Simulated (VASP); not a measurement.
# In (Im-3m) in VASP: notebook

Runs on In. Level: PBE. Tasks: single point.

Program: VASP 6.6.1. These are calculated values, not measurements. Logs are shortened: lines on timing, memory, paths and dates and some standing lists are left out, and cuts for length are marked.

**1. The cell of the first run**

It takes space group Im-3m (No. 229, cubic). The conventional cell has a = 3.697 Å, b = 3.697 Å, c = 3.697 Å, α = 90.00°, β = 90.00°, γ = 90.00°. In (site symmetry m-3m) has 14 In at 3.20 to 3.70 Å within 4.2 Å.

**2. Single point, PBE**

INCAR

```
SYSTEM = In
ALGO = Normal ; EDIFF = 1E-6
ENCUT = 500 ; GGA = PE
GGA_COMPAT = .FALSE. ; ISIF = 2
ISMEAR = -1 ; LASPH = .TRUE.
LCHARG = .FALSE. ; LREAL = .FALSE.
LWAVE = .FALSE. ; NBANDS = 12
NELM = 120 ; PREC = Accurate
SIGMA = 0.1
```

KPOINTS

```
k-points
0
G
  9 9 9
  0 0 0
```

POSCAR

```
In
1.0
   -1.8484446369      1.8484446369      1.8484446369
    1.8484446369     -1.8484446369      1.8484446369
    1.8484446369      1.8484446369     -1.8484446369
In
1
Direct
    0.0000000000      0.0000000000      0.0000000000
```

Potentials or basis: VASP PAW PBE potentials, release 64 (In_d).

Launch:

```console
$ cat potpaw_PBE.64/In_d/POTCAR > POTCAR
$ mpirun -np 1 vasp_std > vasp.out
```

OUTCAR:

```text
SYSTEM = In
   EDIFF = 1E-6
   ENCUT = 500
   GGA = PE
   ISIF = 2
   ISMEAR = -1
   LASPH = .TRUE.
   LREAL = .FALSE.
   NELM = 120
   PREC = Accurate

 ion  position               nearest neighbor table
   1  0.000  0.000  0.000-

  LATTYP: Found a body centered cubic cell.
 ALAT       =     3.6968892738

  Lattice vectors:

 A1 = (  -1.8484446369,   1.8484446369,   1.8484446369)
 A2 = (   1.8484446369,  -1.8484446369,   1.8484446369)
 A3 = (   1.8484446369,   1.8484446369,  -1.8484446369)

Analysis of symmetry for initial positions (statically):
=====================================================================
 Subroutine PRICEL returns:
 Original cell was already a primitive cell.

 Routine SETGRP: Setting up the symmetry group for a
 body centered cubic supercell.

 Subroutine GETGRP returns: Found 48 space group operations
 (whereof 48 operations were pure point group operations)
 out of a pool of 48 trial point group operations.

The static configuration has the point symmetry O_h .

Analysis of symmetry for dynamics (positions and initial velocities):
=====================================================================
 Subroutine PRICEL returns:
 Original cell was already a primitive cell.

 Routine SETGRP: Setting up the symmetry group for a
 body centered cubic supercell.

 Subroutine GETGRP returns: Found 48 space group operations
 (whereof 48 operations were pure point group operations)
 out of a pool of 48 trial point group operations.

The dynamic configuration has the point symmetry O_h .

 Subroutine INISYM returns: Found 48 space group operations
 (whereof 48 operations are pure point group operations),
 and found     1 'primitive' translations

----------------------------------------------------------------------------------------

                                     Primitive cell

  volume of cell :      25.2627

  direct lattice vectors                    reciprocal lattice vectors
    -1.848444637  1.848444637  1.848444637     0.000000000  0.270497688  0.270497688
     1.848444637 -1.848444637  1.848444637     0.270497688  0.000000000  0.270497688
     1.848444637  1.848444637 -1.848444637     0.270497688  0.270497688  0.000000000

  length of vectors
     3.201600026  3.201600026  3.201600026     0.382541498  0.382541498  0.382541498

  position of ions in fractional coordinates (direct lattice)
     0.000000000  0.000000000  0.000000000

  ion indices of the primitive-cell ions
   primitive index   ion index
                 1           1

----------------------------------------------------------------------------------------

 KPOINTS: k-points

Automatic generation of k-mesh.
 Grid dimensions read from file:
 generate k-points for:    9    9    9

 Generating k-lattice:

  Cartesian coordinates                     Fractional coordinates (reciprocal lattice)
     0.000000000  0.030055299  0.030055299     0.111111111  0.000000000  0.000000000
     0.030055299  0.000000000  0.030055299     0.000000000  0.111111111  0.000000000
     0.030055299  0.030055299  0.000000000     0.000000000  0.000000000  0.111111111

  Length of vectors
     0.042504611  0.042504611  0.042504611

  Shift w.r.t. Gamma in fractional coordinates (k-lattice)
     0.000000000  0.000000000  0.000000000

 Subroutine IBZKPT returns following result:
 ===========================================

 Found     35 irreducible k-points:

 Following reciprocal coordinates:
            Coordinates               Weight
  0.000000  0.000000  0.000000      1.000000
  0.111111  0.000000  0.000000     12.000000
  0.222222  0.000000  0.000000     12.000000
  0.333333  0.000000  0.000000     12.000000
  0.444444  0.000000  0.000000     12.000000
  0.111111  0.111111  0.000000     24.000000
[... 16 lines left out ...]
 -0.333333  0.444444  0.111111     48.000000
 -0.444444 -0.444444  0.111111     24.000000
 [... further k-points ...]
   k-points           NKPTS =     35   k-points in BZ     NKDIM =     35   number of bands    NBANDS=     12
   number of dos      NEDOS =    301   number of ions     NIONS =      1
   total plane-waves  NPLWV =  13824
   dimension x,y,z NGX =    24 NGY =   24 NGZ =   24
   dimension x,y,z NGXF=    48 NGYF=   48 NGZF=   48
   ions per type =               1
   NGX,Y,Z   is equivalent  to a cutoff of  12.46, 12.46, 12.46 a.u.
   NGXF,Y,Z  is equivalent  to a cutoff of  24.92, 24.92, 24.92 a.u.
 SYSTEM =  In
   PREC   = accura    normal or accurate (medium, high low for compatibility)
   ISTART =      0    job   : 0-new  1-cont  2-samecut
   ICHARG =      2    charge: 1-file 2-atom 10-const
   ISPIN  =      1    spin polarized calculation?
   LNONCOLLINEAR =      F non collinear calculations
   LSORBIT =      F    spin-orbit coupling
   LASPH  =      T    aspherical Exc in radial PAW
   ENCUT  =  500.0 eV  36.75 Ry    6.06 a.u.   5.84  5.84  5.84*2*pi/ulx,y,z
   NELM   =    120;   NELMIN=  2; NELMDL= -5     # of ELM steps
   EDIFF  = 0.1E-05   stopping-criterion for ELM
   LREAL  =      F    real-space projection
   EDIFFG = 0.1E-04   stopping-criterion for IOM
   NSW    =      0    number of steps for IOM
   IBRION =     -1    ionic relax: 0-MD 1-quasi-New 2-CG
   NFREE  =      0    steps in history (QN), initial steepest desc. (CG)
   ISIF   =      2    stress and relaxation
   ISYM   =      2    0-nonsym 1-usesym 2-fastsym
   POTIM  = 0.5000    time-step for ionic-motion
   TEBEG  =    0.0;   TEEND  =   0.0 temperature during run
   PSTRESS=    0.0 pullay stress
   NELECT =      13.0000    total number of electrons
   NUPDOWN=      -1.0000    fix difference up-down
   EMIN   =  10.00;   EMAX   =-10.00  energy-range for DOS
   EFERMI =   0.00;   METHOD = LEGACY
   ISMEAR =    -1;   SIGMA  =   0.10  broadening in eV -4-tet -1-fermi 0-gaus
   EFERMI_NEDOS =   21; number of points for ismear=-14 and -15
   IALGO  =     38    algorithm
   IMIX   =      4    mixing-type and parameters
     AMIX     =   0.40;   BMIX     =  1.00
     AMIX_MAG =   1.60;   BMIX_MAG =  1.00
  volume/ion in A,a.u.               =      25.26       170.48
  Fermi-wavevector in a.u.,A,eV,Ry     =   1.311886  2.479105 23.416245  1.721045
  Thomas-Fermi vector in A             =   2.442317
   LORBIT       =      0    0 simple, 1 ext, 2 COOP (PROOUT), +10 PAW based schemes
   GGA     = PE    functional components
   LHFCALC =     F    Hartree Fock is set to
   AEXX    =    0.0000 exact exchange contribution
   IVDW    =     0    specifies the selected vdW correction
   LEPSILON=     F    determine dielectric tensor
   LRPA    =     F    only Hartree local field effects (RPA)
 non-spin polarized calculation
  energy-cutoff  :      500.00
  volume of cell :       25.26
 maximum number of plane-waves:       655
   NGX = 11   NGY = 11   NGZ = 11

 number of electron      12.9999991 magnetization

 Free energy of the ion-electron system (eV)
  ---------------------------------------------------
  ext. energy  EPLUGINS =         0.00000000
  ---------------------------------------------------
  free energy    TOTEN  =        -2.52589327 eV

  energy without entropy =       -2.50476647  energy(sigma->0) =       -2.51532987

 E-fermi :   8.0268     XC(G=0): -10.4213

 val. band max:        7.5266244051   @ k =   0.3333   0.1111   0.0000
 cond. band min:       8.0640899983   @ k =  -0.3333   0.4444   0.1111
 fundamental gap:      0.5374655932
 Fermi energy:         8.0267730197

 k-point     1 :       0.0000    0.0000    0.0000
  band No.  band energies     occupation
      1      -6.7920      2.00000
      2      -6.7920      2.00000
      3      -6.7920      2.00000
      4      -6.4883      2.00000
      5      -6.4883      2.00000
      6      -1.8545      2.00000
      7      19.4458      0.00000
      8      19.4458      0.00000
      9      19.4458      0.00000
     10      21.0439      0.00000
     11      21.0439      0.00000
     12      21.0439      0.00000

 k-point     2 :       0.1111    0.0000    0.0000
  band No.  band energies     occupation
      1      -6.8067      2.00000
      2      -6.7800      2.00000
      3      -6.7370      2.00000
      4      -6.5035      2.00000
      5      -6.4888      2.00000
      6      -1.5596      2.00000
      7      16.7986      0.00000
      8      18.1994      0.00000
      9      18.6767      0.00000
     10      20.0262      0.00000
     11      20.2774      0.00000
     12      21.0085      0.00000

 k-point     3 :       0.2222    0.0000    0.0000
  band No.  band energies     occupation
      1      -6.8437      2.00000
      2      -6.7696      2.00000
      3      -6.5946      2.00000
      4      -6.5285      2.00000
      5      -6.4896      2.00000
      6      -0.6609      2.00000
      7      12.7631      0.00000
      8      16.3461      0.00000
      9      17.2220      0.00000
     10      19.2098      0.00000
     11      19.2939      0.00000
     12      21.8660      0.00000
[... 286 lines left out ...]
 k-point    23 :      -0.3333    0.4444    0.1111
  band No.  band energies     occupation
      1      -6.8001      2.00000
      2      -6.7429      2.00000
      3      -6.5892      2.00000
      4      -6.5390      2.00000
      5      -6.3796      2.00000
      6       2.6561      2.00000
      7       8.0641      0.81555
      8      10.8302      0.00000
      9      15.5599      0.00000
     10      18.3993      0.00000
     11      19.9585      0.00000
     12      23.4456      0.00000

 k-point    24 :      -0.4444   -0.4444    0.1111
  band No.  band energies     occupation
      1      -6.8116      2.00000
      2      -6.7567      2.00000
      3      -6.6054      2.00000
      4      -6.5156      2.00000
      5      -6.3331      2.00000
      6       4.6760      2.00000
      7       5.5235      2.00000
      8      10.4805      0.00000
      9      15.3231      0.00000
     10      18.9273      0.00000
     11      21.0390      0.00000
     12      21.1614      0.00000

 [... further k-points ...]
[... 5 lines left out ...]
  --------------------------------------------------------------------------------------
  -------------------------------------------------------------------------------------
  Total        0.6950335      0.6950335      0.6950335      0.0000000     -0.0000000      0.0000000
  in kB       44.0795337     44.0795337     44.0795337      0.0000000     -0.0000000      0.0000000
  external PRESSURE =      44.0795337 kB  Pullay stress =       0.0000000 kB

 VOLUME and BASIS-vectors are now :
 -----------------------------------------------------------------------------
  energy-cutoff  :      500.00
  volume of cell :       25.26
      direct lattice vectors                 reciprocal lattice vectors
    -1.848444637  1.848444637  1.848444637     0.000000000  0.270497688  0.270497688
     1.848444637 -1.848444637  1.848444637     0.270497688  0.000000000  0.270497688
     1.848444637  1.848444637 -1.848444637     0.270497688  0.270497688  0.000000000

 POSITION                                       TOTAL-FORCE (eV/Angst)
 -----------------------------------------------------------------------------------
      0.00000      0.00000      0.00000        -0.000000      0.000000      0.000000
 -----------------------------------------------------------------------------------
    total drift:                                0.000000      0.000000      0.000000

  FREE ENERGIE OF THE ION-ELECTRON SYSTEM (eV)
  ---------------------------------------------------
  free  energy   TOTEN  =        -2.5258932735 eV

  energy  without entropy=       -2.5047664720  energy(sigma->0) =       -2.51532987
```

Wall time 5.9 s (1 thread of Intel Xeon Platinum 8488C (Sapphire Rapids), shared host); peak memory 0.14 GiB.

Results:

```yaml
Free_energy: -2.5259 eV
Pressure: 4.4 GPa
```

Levels at points of the mesh, in eV from the Fermi level:
```
           k point  band 3  band 4  band 5  band 6  band 7  band 8  band 9  band 10
(0.00, 0.00, 0.00)  -14.82  -14.52  -14.52   -9.88   11.42   11.42   11.42    13.02
```

Caveat: spin-orbit coupling is left out, which moves the levels of the heavy elements.

**3. Single point, PBE**

This run uses another cell than the first one, of 27.40 Å³/atom, 1.085 times its volume.

INCAR

```
PREC = Accurate ; ENCUT = 500
EDIFF = 1E-6 ; ISMEAR = -1
SIGMA = 0.1 ; LREAL = False
LASPH = True ; NELM = 120
ALGO = Normal ; ISIF = 2
LWAVE = False ; LCHARG = False
GGA = PE ; NBANDS = 12
GGA_COMPAT = False
```

KPOINTS

```
regular mesh
0
Gamma
  9 9 9
```

POSCAR

```
In
1.0
   -1.8991119780      1.8991119780      1.8991119780
    1.8991119780     -1.8991119780      1.8991119780
    1.8991119780      1.8991119780     -1.8991119780
In
1
Direct
    0.0000000000      0.0000000000      0.0000000000
```

Potentials or basis: VASP PAW PBE potentials, release 64 (In_d).

Launch:

```console
$ cat potpaw_PBE.64/In_d/POTCAR > POTCAR
$ mpirun -np 1 vasp_std > vasp.out
```

Run time: 4.7 s. Hardware: 1 thread of Intel Xeon Platinum 8488C (Sapphire Rapids), shared host; peak memory 0.14 GiB.

Results (log left out):

```yaml
Free_energy: -2.5591 eV
Pressure: 0.7 GPa
```

Levels at points of the mesh, in eV from the Fermi level:
```csv
k point,band 2,band 3,band 4,band 5,band 6,band 7,band 8,band 9,band 10,band 11
"(0.00, 0.00, 0.00)",-14.70,-14.70,-14.45,-14.45,-9.29,10.55,10.55,10.55,12.80,12.80
```

Caveat: spin-orbit coupling is left out, which moves the levels of the heavy elements.

(Continued in part 2 of 2.)
